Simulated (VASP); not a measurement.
# MgRe12 in VASP: a series of runs

MgRe12 is run at these levels: PBE; tasks: single point.

Everything below comes from runs of VASP 6.6.1. Logs are shortened: lines on timing, memory, paths and dates and some standing lists are left out, and cuts for length are marked.

## (1) The cell of the first run

The cell holds a slab with vacuum, 13 atoms: a = 5.520 Å, b = 5.520 Å, c = 15.457 Å, α = 90.00°, β = 90.00°, γ = 60.00°.

## (2) Single point, PBE

Input file INCAR:

```
SYSTEM = MgRe12
  ALGO = Normal
  EDIFF = 1E-6
  ENCUT = 520
  GGA = PE
  ISIF = 2
  ISMEAR = -1
  LASPH = .True.
  LCHARG = .False.
  LREAL = .False.
  LWAVE = .False.
  NBANDS = 55
  NELM = 100
  PREC = Accurate
  SIGMA = 0.05
```

Input file KPOINTS:

```
k-points
0
Gamma
  4 4 1
  0 0 0
```

Input file POSCAR:

```
MgRe12
1.0
    5.5200000000      0.0000000000      0.0000000000
    2.7600000000      4.7804600000      0.0000000000
    0.0000000000      0.0000000000     15.4574000000
Re Mg
12 1
Direct
    0.0000000000      0.0000000000      0.0646939000
    0.5000000000      0.0000000000      0.0646939000
    0.0000000000      0.5000000000      0.0646939000
    0.5000000000      0.5000000000      0.0646939000
   -0.1683102400      0.3342964462      0.2061612490
    0.3342718850      0.3343152059      0.2060398335
   -0.1667580126      0.8334312799      0.2033564199
    0.3342882307      0.8316363621      0.2060350850
   -0.0032697363     -0.0028686612      0.3466398341
    0.5042022260     -0.0019793459      0.3465896994
   -0.0029303544      0.5057001848      0.3467109993
    0.5003549729      0.4999982334      0.3486940942
    0.1644629187      0.1671811612      0.4930426550
```

Potentials or basis: VASP PAW PBE potentials, release 64 (Re, Mg).

Launch:

```sh
$ cat potpaw_PBE.64/Re/POTCAR potpaw_PBE.64/Mg/POTCAR > POTCAR
$ mpirun -np 1 vasp_std > vasp.out
```

OUTCAR:

```text
SYSTEM = MgRe12
   EDIFF = 1E-6
   ENCUT = 520
   GGA = PE
   ISIF = 2
   ISMEAR = -1
   LASPH = .True.
   LREAL = .False.
   NELM = 100
   PREC = Accurate

 ion  position               nearest neighbor table
   1  0.000  0.000  0.065-   7 2.67   8 2.71   5 2.71   3 2.76   3 2.76   4 2.76   4 2.76   2 2.76
                             2 2.76
   2  0.500  0.000  0.065-   7 2.67   8 2.71   6 2.71   4 2.76   3 2.76   4 2.76   3 2.76   1 2.76
                             1 2.76
   3  0.000  0.500  0.065-   7 2.67   6 2.71   5 2.71   1 2.76   1 2.76   2 2.76   2 2.76   4 2.76
                             4 2.76
   4  0.500  0.500  0.065-   6 2.70   8 2.70   5 2.70   2 2.76   1 2.76   2 2.76   1 2.76   3 2.76
                             3 2.76
   5  0.832  0.334  0.206-   4 2.70  11 2.70   9 2.70   3 2.71   1 2.71  12 2.71   8 2.75   6 2.75
                             7 2.76   7 2.76   6 2.77   8 2.77
   6  0.334  0.334  0.206-   4 2.70  10 2.70  11 2.71   3 2.71   2 2.71  12 2.72   8 2.75   5 2.75
                             7 2.76   7 2.76   5 2.77   8 2.77
   7  0.833  0.833  0.203-   2 2.67   1 2.67   3 2.67   9 2.71  11 2.71  10 2.72   8 2.76   5 2.76
                             6 2.76   6 2.76   5 2.76   8 2.76
   8  0.334  0.832  0.206-   4 2.70  10 2.70   2 2.71   1 2.71   9 2.71  12 2.72   6 2.75   5 2.75
                             7 2.76   7 2.76   5 2.77   6 2.77
   9  0.997  0.997  0.347-   5 2.70   8 2.71   7 2.71  11 2.71  10 2.72  12 2.76  12 2.76  13 2.78
                            10 2.80  11 2.81
  10  0.504  0.998  0.347-   6 2.70   8 2.70   7 2.72   9 2.72  11 2.72  12 2.76  12 2.76  13 2.79
                            11 2.80   9 2.80
  11  0.997  0.506  0.347-   5 2.70   6 2.71   9 2.71   7 2.71  10 2.72  12 2.76  12 2.76  13 2.78
                            10 2.80   9 2.81
  12  0.500  0.500  0.349-   5 2.71   8 2.72   6 2.72  11 2.76   9 2.76  10 2.76  10 2.76   9 2.76
                            11 2.76
  13  0.164  0.167  0.493-   9 2.78  11 2.78  10 2.79

  LATTYP: Found a hexagonal cell.
 ALAT       =     5.5199998018
 C/A-ratio  =     2.8002537237

  Lattice vectors:

 A1 = (  -2.7600000000,  -4.7804600000,   0.0000000000)
 A2 = (   5.5200000000,   0.0000000000,   0.0000000000)
 A3 = (   0.0000000000,   0.0000000000,  15.4574000000)

Analysis of symmetry for initial positions (statically):
=====================================================================
 Subroutine PRICEL returns:
 Original cell was already a primitive cell.

 Routine SETGRP: Setting up the symmetry group for a
 hexagonal supercell.

 Subroutine GETGRP returns: Found  1 space group operations
 (whereof  1 operations were pure point group operations)
 out of a pool of 24 trial point group operations.

The static configuration has the point symmetry C_1 .

Analysis of symmetry for dynamics (positions and initial velocities):
=====================================================================
 Subroutine PRICEL returns:
 Original cell was already a primitive cell.

 Routine SETGRP: Setting up the symmetry group for a
 hexagonal supercell.

 Subroutine GETGRP returns: Found  1 space group operations
 (whereof  1 operations were pure point group operations)
 out of a pool of 24 trial point group operations.

The dynamic configuration has the point symmetry C_1 .

 Subroutine INISYM returns: Found  1 space group operations
 (whereof  1 operations are pure point group operations),
 and found     1 'primitive' translations

----------------------------------------------------------------------------------------

                                     Primitive cell

  volume of cell :     407.8920

  direct lattice vectors                    reciprocal lattice vectors
     5.520000000  0.000000000  0.000000000     0.181159420 -0.104592445  0.000000000
     2.760000000  4.780460000  0.000000000     0.000000000  0.209184890  0.000000000
     0.000000000  0.000000000 15.457400000     0.000000000  0.000000000  0.064693933

  length of vectors
     5.520000000  5.519999802 15.457400000     0.209184883  0.209184890  0.064693933

  position of ions in fractional coordinates (direct lattice)
     0.000000000  0.000000000  0.064693900
[... 39 lines left out ...]
  Cartesian coordinates                     Fractional coordinates (reciprocal lattice)
     0.045289855 -0.026148111  0.000000000     0.250000000  0.000000000  0.000000000
     0.000000000  0.052296223  0.000000000     0.000000000  0.250000000  0.000000000
     0.000000000  0.000000000  0.064693933     0.000000000  0.000000000  1.000000000

  Length of vectors
     0.052296221  0.052296223  0.064693933

  Shift w.r.t. Gamma in fractional coordinates (k-lattice)
     0.000000000  0.000000000  0.000000000

 Subroutine IBZKPT returns following result:
 ===========================================

 Found     10 irreducible k-points:

 Following reciprocal coordinates:
            Coordinates               Weight
  0.000000  0.000000  0.000000      1.000000
  0.250000 -0.000000  0.000000      2.000000
  0.250000  0.250000  0.000000      2.000000
  0.000000  0.250000  0.000000      2.000000
  0.500000 -0.000000  0.000000      1.000000
  0.500000  0.500000  0.000000      1.000000
  0.000000  0.500000  0.000000      1.000000
  0.500000  0.250000  0.000000      2.000000
  0.250000  0.500000  0.000000      2.000000
 -0.250000  0.250000  0.000000      2.000000
   k-points           NKPTS =     10   k-points in BZ     NKDIM =     10   number of bands    NBANDS=     55
   number of dos      NEDOS =    301   number of ions     NIONS =     13
   total plane-waves  NPLWV = 211680
   dimension x,y,z NGX =    42 NGY =   42 NGZ =  120
   dimension x,y,z NGXF=    84 NGYF=   84 NGZF=  240
   ions per type =              12   1
   NGX,Y,Z   is equivalent  to a cutoff of  12.65, 12.65, 12.91 a.u.
   NGXF,Y,Z  is equivalent  to a cutoff of  25.30, 25.30, 25.81 a.u.
 SYSTEM =  MgRe12
   PREC   = accura    normal or accurate (medium, high low for compatibility)
   ISTART =      0    job   : 0-new  1-cont  2-samecut
   ICHARG =      2    charge: 1-file 2-atom 10-const
   ISPIN  =      1    spin polarized calculation?
   LNONCOLLINEAR =      F non collinear calculations
   LSORBIT =      F    spin-orbit coupling
   LASPH  =      T    aspherical Exc in radial PAW
   ENCUT  =  520.0 eV  38.22 Ry    6.18 a.u.  10.26 10.26 28.74*2*pi/ulx,y,z
   NELM   =    100;   NELMIN=  2; NELMDL= -5     # of ELM steps
   EDIFF  = 0.1E-05   stopping-criterion for ELM
   LREAL  =      F    real-space projection
   EDIFFG = 0.1E-04   stopping-criterion for IOM
   NSW    =      0    number of steps for IOM
   IBRION =     -1    ionic relax: 0-MD 1-quasi-New 2-CG
   NFREE  =      0    steps in history (QN), initial steepest desc. (CG)
   ISIF   =      2    stress and relaxation
   ISYM   =      2    0-nonsym 1-usesym 2-fastsym
   POTIM  = 0.5000    time-step for ionic-motion
   TEBEG  =    0.0;   TEEND  =   0.0 temperature during run
   PSTRESS=    0.0 pullay stress
   NELECT =      86.0000    total number of electrons
   NUPDOWN=      -1.0000    fix difference up-down
   EMIN   =  10.00;   EMAX   =-10.00  energy-range for DOS
   EFERMI =   0.00;   METHOD = LEGACY
   ISMEAR =    -1;   SIGMA  =   0.05  broadening in eV -4-tet -1-fermi 0-gaus
   EFERMI_NEDOS =   21; number of points for ismear=-14 and -15
   IALGO  =     38    algorithm
   IMIX   =      4    mixing-type and parameters
     AMIX     =   0.40;   BMIX     =  1.00
     AMIX_MAG =   1.60;   BMIX_MAG =  1.00
  volume/ion in A,a.u.               =      31.38       211.74
  Fermi-wavevector in a.u.,A,eV,Ry     =   0.974375  1.841301 12.917448  0.949406
  Thomas-Fermi vector in A             =   2.104829
   LORBIT       =      0    0 simple, 1 ext, 2 COOP (PROOUT), +10 PAW based schemes
   GGA     = PE    functional components
   LHFCALC =     F    Hartree Fock is set to
   AEXX    =    0.0000 exact exchange contribution
   IVDW    =     0    specifies the selected vdW correction
   LEPSILON=     F    determine dielectric tensor
   LRPA    =     F    only Hartree local field effects (RPA)
 non-spin polarized calculation
  energy-cutoff  :      520.00
  volume of cell :      407.89
 maximum number of plane-waves:     11020
 NGX is ok and might be reduce to    42
   NGX = 21   NGY = 21   NGZ = 57

 number of electron      85.9999997 magnetization

 Free energy of the ion-electron system (eV)
  ---------------------------------------------------
  ext. energy  EPLUGINS =         0.00000000
  ---------------------------------------------------
  free energy    TOTEN  =      -141.42750842 eV

  energy without entropy =     -141.28307447  energy(sigma->0) =     -141.35529144

 E-fermi :   1.6915     XC(G=0):  -7.7632

 val. band max:        1.6603898947   @ k =   0.2500   0.5000   0.0000
 cond. band min:       1.7640120703   @ k =   0.2500  -0.0000   0.0000
 fundamental gap:      0.1036221756
 Fermi energy:         1.6915215147

 k-point     1 :       0.0000    0.0000    0.0000
  band No.  band energies     occupation
      1      -7.5612      2.00000
      2      -5.6770      2.00000
      3      -5.0168      2.00000
      4      -4.5792      2.00000
      5      -4.5588      2.00000
      6      -4.5586      2.00000
[... 569 lines left out ...]
     54       3.3481      0.00000
     55       3.6663      0.00000

------------------------ aborting loop because EDIFF is reached ----------------------------------------

  FORCE on cell =-STRESS in cart. coord.  units (eV):
  Direction    XX          YY          ZZ          XY          YZ          ZX
  --------------------------------------------------------------------------------------
  -------------------------------------------------------------------------------------
  Total       -9.2833581     -9.2843530     -1.2880007      0.0076048     -0.0370008      0.0574724
  in kB      -36.4645178    -36.4684256     -5.0591955      0.0298714     -0.1453372      0.2257486
  external PRESSURE =     -25.9973796 kB  Pullay stress =       0.0000000 kB

 VOLUME and BASIS-vectors are now :
 -----------------------------------------------------------------------------
  energy-cutoff  :      520.00
  volume of cell :      407.89
      direct lattice vectors                 reciprocal lattice vectors
     5.520000000  0.000000000  0.000000000     0.181159420 -0.104592445  0.000000000
     2.760000000  4.780460000  0.000000000     0.000000000  0.209184890  0.000000000
     0.000000000  0.000000000 15.457400000     0.000000000  0.000000000  0.064693933

 POSITION                                       TOTAL-FORCE (eV/Angst)
 -----------------------------------------------------------------------------------
      0.00000      0.00000      1.00000        -0.058561     -0.031955      0.034916
      2.76000      0.00000      1.00000         0.042101     -0.022575      0.026843
      1.38000      2.39023      1.00000        -0.000022      0.063108      0.033623
      4.14000      2.39023      1.00000         0.012598     -0.001543      0.118484
      5.51359      1.59809      3.18672         0.001614     -0.005471     -0.004834
      2.76789      1.59818      3.18484        -0.006109      0.003701      0.009420
      6.89977      3.98418      3.14336        -0.002063     -0.000094     -0.030730
      4.14059      3.97560      3.18477        -0.009693      0.003223      0.010618
      8.25403      4.76675      5.35815        -0.001548     -0.009417     -0.044354
      5.53773      4.77100      5.35738         0.015819     -0.013611     -0.035372
      6.89956      2.41748      5.35925         0.003597      0.013484     -0.051554
      4.14195      2.39022      5.38990        -0.000196      0.002706     -0.041111
      1.36926      0.79920      7.62116         0.002462     -0.001557     -0.025949
 -----------------------------------------------------------------------------------
    total drift:                               -0.000052      0.000019     -0.002529

  FREE ENERGIE OF THE ION-ELECTRON SYSTEM (eV)
  ---------------------------------------------------
  free  energy   TOTEN  =      -141.4275084196 eV

  energy  without entropy=     -141.2830744660  energy(sigma->0) =     -141.35529144
```

Run time: 24 min. Hardware: 1 thread of Oxide Virtual Turin-like, shared host; peak memory 0.54 GiB.

Results:

```yaml
Free_energy: -141.4275 eV
Largest_force: 0.119 eV/Å
Band_gap_on_the_k_mesh: zero (bands 43 and 44 overlap by 0.76 eV)
```

Forces on the atoms (eV/Å):
```
Re  -0.059 -0.032  0.035
Re   0.042 -0.023  0.027
Re   0.000  0.063  0.034
Re   0.013 -0.002  0.118
Re   0.002 -0.005 -0.005
Re  -0.006  0.004  0.009
Re  -0.002  0.000 -0.031
Re  -0.010  0.003  0.011
Re  -0.002 -0.009 -0.044
Re   0.016 -0.014 -0.035
Re   0.004  0.013 -0.052
Re   0.000  0.003 -0.041
Mg   0.002 -0.002 -0.026
```

Levels at points of the mesh, in eV from the Fermi level:
| k point | band 40 | band 41 | band 42 | band 43 | band 44 | band 45 | band 46 | band 47 | band 48 | band 49 |
| --- | --- | --- | --- | --- | --- | --- | --- | --- | --- | --- |
| (0.00, 0.00, 0.00) | 0.19 | 0.50 | 0.50 | 0.59 | 0.75 | 0.76 | 0.85 | 0.85 | 1.11 | 1.14 |
| (0.50, 0.00, 0.00) | -0.94 | -0.50 | -0.38 | -0.33 | -0.18 | -0.09 | -0.05 | 0.55 | 0.77 | 0.77 |
| (0.50, 0.50, 0.00) | -0.94 | -0.50 | -0.39 | -0.33 | -0.18 | -0.09 | -0.05 | 0.55 | 0.77 | 0.77 |
| (0.00, 0.50, 0.00) | -0.94 | -0.50 | -0.39 | -0.33 | -0.18 | -0.09 | -0.05 | 0.55 | 0.77 | 0.77 |

Caveat: spin-orbit coupling is left out, which moves the levels of the heavy elements.

## (3) Single point, PBE

Input file INCAR:

```
SYSTEM = MgRe12
PREC = Accurate
ENCUT = 520
EDIFF = 1E-7
ISMEAR = -1
SIGMA = 0.05
LREAL = .FALSE.
LASPH = .TRUE.
NELM = 80
ALGO = Normal
ISIF = 2
LWAVE = .FALSE.
LCHARG = .FALSE.
GGA = PE
NBANDS = 55
```

Input file KPOINTS:

```
Automatic mesh
0
G
  4 4 1
  0 0 0
```

Input file POSCAR:

```
MgRe12
1.0
    5.5200000000      0.0000000000      0.0000000000
    2.7600000000      4.7804600000      0.0000000000
    0.0000000000      0.0000000000     15.4574000000
Re Mg
12 1
Direct
    0.0000000000      0.0000000000      0.0646938683
    0.5000000000      0.0000000000      0.0646938683
    0.0000000000      0.5000000000      0.0646938683
    0.5000000000      0.5000000000      0.0646938683
   -0.1683102017      0.3342964903      0.2061612561
    0.3342719751      0.3343151078      0.2060398256
   -0.1667580421      0.8334313016      0.2033564506
    0.3342881976      0.8316362860      0.2060351029
   -0.0032696047     -0.0028687616      0.3466398618
    0.5042021537     -0.0019793074      0.3465897240
   -0.0029302932      0.5057000791      0.3467110251
    0.5003550034      0.4999983265      0.3486940883
    0.1644628461      0.1671811918      0.4930426851
```

Potentials or basis: VASP PAW PBE potentials, release 64 (Re, Mg).

Launch:

```sh
$ cat potpaw_PBE.64/Re/POTCAR potpaw_PBE.64/Mg/POTCAR > POTCAR
$ mpirun -np 1 vasp_std > vasp.out
```

It took 24 min on 1 thread of Oxide Virtual Turin-like, shared host; peak memory 0.54 GiB.

The run converged. Its results:

```
Free energy            : -141.4275 eV
Largest force          : 0.119 eV/Å
Band gap on the k mesh : zero (bands 43 and 44 overlap by 0.76 eV)
```

Forces in eV/Å, atoms in the order of the input:
```
Re  -0.059 -0.032  0.034
Re   0.042 -0.023  0.027
Re   0.000  0.063  0.033
Re   0.013 -0.002  0.119
Re   0.001 -0.005 -0.004
Re  -0.005  0.004  0.011
Re  -0.003  0.000 -0.030
Re  -0.009  0.003  0.012
Re  -0.002 -0.010 -0.044
Re   0.016 -0.014 -0.036
Re   0.004  0.014 -0.052
Re   0.000  0.003 -0.042
Mg   0.003 -0.002 -0.026
```

Levels at points of the mesh, in eV from the Fermi level:
| k point | band 42 | band 43 | band 44 | band 45 | band 46 | band 47 |
| --- | --- | --- | --- | --- | --- | --- |
| (0.00, 0.00, 0.00) | 0.50 | 0.59 | 0.75 | 0.76 | 0.85 | 0.85 |
| (0.50, 0.00, 0.00) | -0.38 | -0.33 | -0.18 | -0.09 | -0.05 | 0.55 |
| (0.50, 0.50, 0.00) | -0.39 | -0.33 | -0.18 | -0.09 | -0.05 | 0.55 |
| (0.00, 0.50, 0.00) | -0.39 | -0.33 | -0.18 | -0.09 | -0.05 | 0.55 |

Caveat: spin-orbit coupling is left out, which moves the levels of the heavy elements.
